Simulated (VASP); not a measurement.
# MgO (Ama2) in VASP: further runs, part 2 of 2

VASP 6.6.1. The steps go on from the part before.

## (3) Single point, PBE (mode 8 frozen in at -0.045 Å, strain +e along z and -e/2 along x and y +0.0233)

File INCAR:

```
SYSTEM = MgO
PREC = Accurate
ENCUT = 520
EDIFF = 1E-6
ISMEAR = 0
SIGMA = 0.05
LREAL = .FALSE.
LASPH = .TRUE.
NELM = 80
ALGO = Normal
ISIF = 2
LWAVE = .FALSE.
LCHARG = .TRUE.
GGA = PE
LELF = .TRUE.
LVHAR = .TRUE.
NBANDS = 16
```

File KPOINTS:

```
regular mesh
0
G
  9 9 6
  0 0 0
```

File POSCAR:

```
MgO
1.0
    3.4802931548      0.0000000000      0.0000000000
   -1.7401465774      3.0140222847      0.0000000000
    0.0000000000      0.0000000000      4.3381600378
Mg O
2 2
Direct
    0.6750787713      0.3333333333      0.7500000000
    0.3417454380      0.6666666667      0.2500000000
    0.6538873553      0.3333333333      0.2500000000
    0.3205540219      0.6666666667      0.7500000000
```

Potentials or basis: VASP PAW PBE potentials, release 64 (Mg, O).

Run with:

```
cat potpaw_PBE.64/Mg/POTCAR potpaw_PBE.64/O/POTCAR > POTCAR
mpirun -np 1 vasp_std > vasp.out
```

OUTCAR:

```text
SYSTEM = MgO
   PREC = Accurate
   ENCUT = 520
   EDIFF = 1E-6
   ISMEAR = 0
   LREAL = .FALSE.
   LASPH = .TRUE.
   NELM = 80
   ISIF = 2
   GGA = PE

 ion  position               nearest neighbor table
   1  0.675  0.333  0.750-   4 1.95   4 2.01   4 2.07   3 2.17   3 2.17   2 2.96   2 2.96   2 2.96
                             2 2.96   2 2.96   2 2.96
   2  0.342  0.667  0.250-   3 1.95   3 2.01   3 2.07   4 2.17   4 2.17   1 2.96   1 2.96   1 2.96
                             1 2.96   1 2.96   1 2.96
   3  0.654  0.333  0.250-   2 1.95   2 2.01   2 2.07   1 2.17   1 2.17
   4  0.321  0.667  0.750-   1 1.95   1 2.01   1 2.07   2 2.17   2 2.17

  LATTYP: Found a hexagonal cell.
 ALAT       =     3.4802931548
 C/A-ratio  =     1.2464927076

  Lattice vectors:

 A1 = (   3.4802931548,   0.0000000000,   0.0000000000)
 A2 = (  -1.7401465774,   3.0140222847,   0.0000000000)
 A3 = (   0.0000000000,   0.0000000000,   4.3381600378)

Analysis of symmetry for initial positions (statically):
=====================================================================
 Subroutine PRICEL returns:
 Original cell was already a primitive cell.

 Routine SETGRP: Setting up the symmetry group for a
 hexagonal supercell.

[... 171 lines left out ...]
  energy without entropy =      -23.60643722  energy(sigma->0) =      -23.60643722

 E-fermi :   2.1535     XC(G=0):  -9.9325

 val. band max:        1.8447477009   @ k =   0.0000   0.0000   0.0000
 cond. band min:       5.0525973343   @ k =   0.0000   0.0000   0.0000
 fundamental gap:      3.2078496334
 Fermi energy:         2.1534566380

 k-point     1 :       0.0000    0.0000    0.0000
  band No.  band energies     occupation
      1     -14.9876      2.00000
      2     -13.7405      2.00000
      3      -1.7906      2.00000
      4       0.1756      2.00000
      5       0.1804      2.00000
      6       0.9925      2.00000
[... 433 lines left out ...]
      3      -1.6296      2.00000
      4      -0.5302      2.00000
      5      -0.3301      2.00000
      6      -0.1832      2.00000
[... 8 lines left out ...]
     15      15.6271      0.00000
     16      16.6548      0.00000

 [... further k-points ...]
[... 5 lines left out ...]
  --------------------------------------------------------------------------------------
  -------------------------------------------------------------------------------------
  Total        0.6805736      0.5130283     -1.1016792      0.0000000      0.0000000      0.0000000
  in kB       23.9617115     18.0627586    -38.7880428      0.0000000      0.0000000      0.0000000
  external PRESSURE =       1.0788091 kB  Pullay stress =       0.0000000 kB

 VOLUME and BASIS-vectors are now :
 -----------------------------------------------------------------------------
  energy-cutoff  :      520.00
  volume of cell :       45.51
      direct lattice vectors                 reciprocal lattice vectors
     3.480293155  0.000000000  0.000000000     0.287332117  0.165891275  0.000000000
    -1.740146577  3.014022285  0.000000000     0.000000000  0.331782550  0.000000000
     0.000000000  0.000000000  4.338160038     0.000000000  0.000000000  0.230512473

 POSITION                                       TOTAL-FORCE (eV/Angst)
 -----------------------------------------------------------------------------------
      1.76942      1.00467      3.25362        -0.695968     -0.086065      0.000000
      0.02928      2.00935      1.08454        -0.695968      0.086065      0.000000
      1.69567      1.00467      1.08454         0.695968     -0.087180      0.000000
     -0.04448      2.00935      3.25362         0.695968      0.087180     -0.000000
 -----------------------------------------------------------------------------------
    total drift:                                0.000321      0.000000     -0.000000

  FREE ENERGIE OF THE ION-ELECTRON SYSTEM (eV)
  ---------------------------------------------------
  free  energy   TOTEN  =       -23.6064372214 eV

  energy  without entropy=      -23.6064372214  energy(sigma->0) =      -23.60643722
```

OSZICAR:

```text
N       E                     dE             d eps       ncg     rms          rms(c)
DAV:   1     0.607296451729E+02    0.60730E+02   -0.74663E+03  3200   0.886E+02
DAV:   2    -0.236974034218E+02   -0.84427E+02   -0.77007E+02  4520   0.194E+02
DAV:   3    -0.275779703466E+02   -0.38806E+01   -0.38706E+01  3552   0.436E+01
DAV:   4    -0.275938493813E+02   -0.15879E-01   -0.15879E-01  3784   0.323E+00
DAV:   5    -0.275939295076E+02   -0.80126E-04   -0.80126E-04  3656   0.222E-01    0.112E+01
DAV:   6    -0.236714540448E+02    0.39225E+01   -0.10623E+01  3320   0.250E+01    0.366E+00
DAV:   7    -0.236220124023E+02    0.49442E-01   -0.15672E-01  3256   0.321E+00    0.213E+00
DAV:   8    -0.236082563747E+02    0.13756E-01   -0.97009E-02  3312   0.333E+00    0.522E-01
DAV:   9    -0.236055192433E+02    0.27371E-02   -0.63527E-03  3992   0.722E-01    0.115E-01
DAV:  10    -0.236064132563E+02   -0.89401E-03   -0.88707E-04  3224   0.210E-01    0.288E-02
DAV:  11    -0.236064352811E+02   -0.22025E-04   -0.26921E-05  3488   0.396E-02    0.163E-02
DAV:  12    -0.236064375560E+02   -0.22749E-05   -0.58440E-06  3224   0.191E-02    0.719E-03
DAV:  13    -0.236064372214E+02    0.33464E-06   -0.87663E-07  2680   0.908E-03
   1 F= -.23606437E+02 E0= -.23606437E+02  d E =-.161526E-20
```

Run time: 24 s. Hardware: 1 thread of AMD EPYC 9R45 (Zen 5), shared host; peak memory 0.18 GiB.

What came out:

* Free energy: -23.6064 eV
* Pressure: 0.1 GPa
* Largest force: 0.701 eV/Å
* Band gap on the k mesh: 3.21 eV, direct

Forces on the atoms (eV/Å):
```
Mg  -0.696 -0.086  0.000
Mg  -0.696  0.086  0.000
O    0.696 -0.087  0.000
O    0.696  0.087  0.000
```

Stress tensor (GPa, compression positive):
```
 2.40  0.00  0.00
 0.00  1.81  0.00
 0.00  0.00 -3.88
```

Levels at points of the mesh, in eV from the valence-band top:
```
           k point  band 4  band 5  band 6  band 7  band 8  band 9  band 10  band 11  band 12  band 13
(0.00, 0.00, 0.00)   -1.67   -1.66   -0.85   -0.85    0.00    3.21     9.02    11.59    12.53    12.54
(0.00, 0.00, 0.50)   -2.39   -1.34   -1.34   -1.21   -1.21    6.19     6.19    12.84    12.84    12.94
```

Caveat: the cell differs from its parent crystal (mode 8 frozen in at -0.045 Å, strain +e along z and -e/2 along x and y +0.0233).

## (4) Single point, PBE (mode 8 frozen in at -0.015 Å, strain +e along z and -e/2 along x and y +0.0700)

File INCAR:

```
PREC = Accurate
ENCUT = 520
EDIFF = 1E-6
ISMEAR = 0
SIGMA = 0.05
LREAL = F
LASPH = T
NELM = 60
ALGO = Normal
ISIF = 2
LWAVE = F
LCHARG = F
GGA = PE
NBANDS = 16
```

File KPOINTS:

```
regular mesh
0
Gamma
  9 9 6
```

File POSCAR:

```
MgO
1.0
    3.3980704147      0.0000000000      0.0000000000
   -1.6990352074      2.9428153030      0.0000000000
    0.0000000000      0.0000000000      4.5361391971
Mg O
2 2
Direct
    0.6694707015      0.3333333333      0.7500000000
    0.3361373682      0.6666666667      0.2500000000
    0.6624068962      0.3333333333      0.2500000000
    0.3290735629      0.6666666667      0.7500000000
```

Run with:

```
cat potpaw_PBE.64/Mg/POTCAR potpaw_PBE.64/O/POTCAR > POTCAR
mpirun -np 1 vasp_std > vasp.out
```

It took 29 s on 1 thread of AMD EPYC 9R45 (Zen 5), shared host; peak memory 0.18 GiB.

The run converged. Its results:

```
Free energy            : -23.5247 eV
Pressure               : 2.1 GPa
Largest force          : 0.288 eV/Å
Band gap on the k mesh : 3.16 eV, direct
```

Forces in eV/Å, atoms in the order of the input:
```
Mg  -0.288 -0.012  0.000
Mg  -0.288  0.012  0.000
O    0.288 -0.012  0.000
O    0.288  0.012  0.000
```

Stress tensor (GPa, compression positive):
```
 6.85  0.00  0.00
 0.00  6.77  0.00
 0.00  0.00 -7.31
```

Levels at points of the mesh, in eV from the valence-band top:
| k point | band 4 | band 5 | band 6 | band 7 | band 8 | band 9 | band 10 | band 11 | band 12 | band 13 |
| --- | --- | --- | --- | --- | --- | --- | --- | --- | --- | --- |
| (0.00, 0.00, 0.00) | -1.64 | -1.64 | -1.00 | -1.00 | 0.00 | 3.16 | 8.89 | 10.99 | 13.02 | 13.02 |
| (0.00, 0.00, 0.50) | -2.43 | -1.35 | -1.35 | -1.31 | -1.31 | 6.09 | 6.09 | 13.37 | 13.37 | 13.40 |

Caveat: the cell differs from its parent crystal (mode 8 frozen in at -0.015 Å, strain +e along z and -e/2 along x and y +0.0700).

## (5) Single point, PBE (mode 8 frozen in at -0.060 Å, strain +e along z and -e/2 along x and y -0.0467)

File INCAR:

```
SYSTEM = MgO
ALGO = Normal
EDIFF = 1E-6
ENCUT = 520
GGA = PE
ISIF = 2
ISMEAR = 0
LASPH = .True.
LCHARG = .False.
LREAL = .False.
LWAVE = .False.
NBANDS = 16
NELM = 60
PREC = Accurate
SIGMA = 0.05
```

File KPOINTS:

```
k-points
0
Gamma
  9 9 6
  0 0 0
```

File POSCAR:

```
MgO
1.0
    3.6035392320      0.0000000000      0.0000000000
   -1.8017696160      3.1207565184      0.0000000000
    0.0000000000      0.0000000000      4.0414032678
Mg O
2 2
Direct
    0.6778828062      0.3333333333      0.7500000000
    0.3445494728      0.6666666667      0.2500000000
    0.6496275848      0.3333333333      0.2500000000
    0.3162942515      0.6666666667      0.7500000000
```

Run with:

```
cat potpaw_PBE.64/Mg/POTCAR potpaw_PBE.64/O/POTCAR > POTCAR
mpirun -np 1 vasp_std > vasp.out
```

Run time: 26 s. Hardware: 1 thread of AMD EPYC 9R45 (Zen 5), shared host; peak memory 0.17 GiB.

The run converged. Its results:

```yaml
Free_energy: -23.5330 eV
Pressure: 1.9 GPa
Largest_force: 0.637 eV/Å
Band_gap_on_the_k_mesh: 3.36 eV, direct
```

Forces on the atoms (eV/Å):
```
Mg  -0.627 -0.106  0.000
Mg  -0.627  0.106  0.000
O    0.627 -0.109  0.000
O    0.627  0.109  0.000
```

Stress tensor (GPa, compression positive):
```
-1.42  0.00  0.00
 0.00 -2.30  0.00
 0.00  0.00  9.39
```

Levels at points of the mesh, in eV from the valence-band top:
```
           k point  band 4  band 5  band 6  band 7  band 8  band 9  band 10  band 11  band 12  band 13
(0.00, 0.00, 0.00)   -1.67   -1.67   -0.57   -0.57    0.00    3.36     9.57    12.03    12.04    12.71
(0.00, 0.00, 0.50)   -2.32   -1.23   -1.23   -1.04   -1.04    6.45     6.45    12.29    12.29    12.47
```

Caveat: the cell differs from its parent crystal (mode 8 frozen in at -0.060 Å, strain +e along z and -e/2 along x and y -0.0467).

## (6) Summary

```tsv
cell	gap on the mesh (eV)	pressure (GPa)	largest force (eV/Å)
a = 3.521, b = 3.521, c = 4.239 Å, angles 90.0, 90.0, 120.0°, 4 atoms	3.26	-0.4	0.41
a = 3.480, b = 3.480, c = 4.338 Å, angles 90.0, 90.0, 120.0°, 4 atoms	3.21	0.1	0.70
a = 3.398, b = 3.398, c = 4.536 Å, angles 90.0, 90.0, 120.0°, 4 atoms	3.16	2.1	0.29
a = 3.604, b = 3.604, c = 4.041 Å, angles 90.0, 90.0, 120.0°, 4 atoms	3.36	1.9	0.64
```

Alike in all rows: task single point; level PBE; potentials or basis VASP PAW PBE potentials, release 64 (Mg, O); no spin polarisation; k mesh 9 × 9 × 6; cutoff (eV) 520; smearing gaussian 0.05 eV.

Absolute energies hang on the potentials; compare differences alone.
